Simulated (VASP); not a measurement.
## Cs2AgBiBr6: single point with PBEsol+U

Cs2AgBiBr6:

```
CELL_PARAMETERS angstrom
0.00000 5.61610 5.61610
5.61610 0.00000 5.61610
5.61610 5.61610 0.00000
ATOMIC_POSITIONS crystal
Bi 0.00000 0.00000 0.00000
Cs 0.75000 0.75000 0.75000
Cs 0.25000 0.25000 0.25000
Ag 0.50000 0.50000 0.50000
Br 0.74945 0.74945 0.25055
Br 0.25055 0.25055 0.74945
Br 0.74945 0.25055 0.25055
Br 0.74945 0.25055 0.74945
Br 0.25055 0.74945 0.74945
Br 0.25055 0.74945 0.25055
```

* Program: VASP 6.6.1
* Task: single point
* Functional: PBEsol
* Potentials or basis: VASP PAW PBE potentials, release 64 (Bi_d, Cs_sv, Ag_sv_GW, Br)
* Cutoff: 630 eV
* k mesh: 4 × 4 × 4
* Occupations: fermi-dirac, width 0.05 eV
* Spin: no spin polarisation
* Hubbard terms: Ag d U = 6.0 eV

The pressure is 0.1 GPa. The largest force is 0.221 eV/Å and the band gap on the k mesh is 1.51 eV (least direct gap 2.64 eV).

Forces on the atoms (eV/Å):
```
Bi   0.000  0.000  0.000
Cs   0.000  0.000  0.000
Cs   0.000  0.000  0.000
Ag   0.000  0.000  0.000
Br   0.000  0.000 -0.221
Br   0.000  0.000  0.221
Br   0.221  0.000  0.000
Br   0.000 -0.221  0.000
Br  -0.221  0.000  0.000
Br   0.000  0.221  0.000
```

Levels at points of the mesh, in eV from the valence-band top:
```csv
k point,band 43,band 44,band 45,band 46,band 47,band 48,band 49,band 50,band 51,band 52
"(0.00, 0.00, 0.00)",-0.97,-0.97,-0.97,-0.80,-0.80,2.50,2.50,2.50,3.71,4.64
"(0.50, 0.00, 0.00)",-1.28,-1.28,-1.17,-1.17,-1.13,1.51,3.86,3.86,5.04,5.20
"(0.50, 0.50, 0.00)",-1.52,-1.52,-0.99,-0.81,0.00,3.02,3.02,3.40,4.72,5.38
```

Eigenvalues of the final occupation matrices:
```tsv
site	spin	trace	eigenvalues
site 4 d	1	4.40	0.88 0.88 0.88 0.88 0.88
site 4 d	2	4.40	0.88 0.88 0.88 0.88 0.88
```

Wall time 4.3 min on 1 thread of Intel(R) Xeon(R) 6975P-C (Granite Rapids), on a shared host, peak memory 0.85 GiB.

Caveat: the PAW data sets were made with another functional, which shifts forces and pressure a little; spin-orbit coupling is left out, which moves the levels of the heavy elements. A k mesh can miss the band edges.
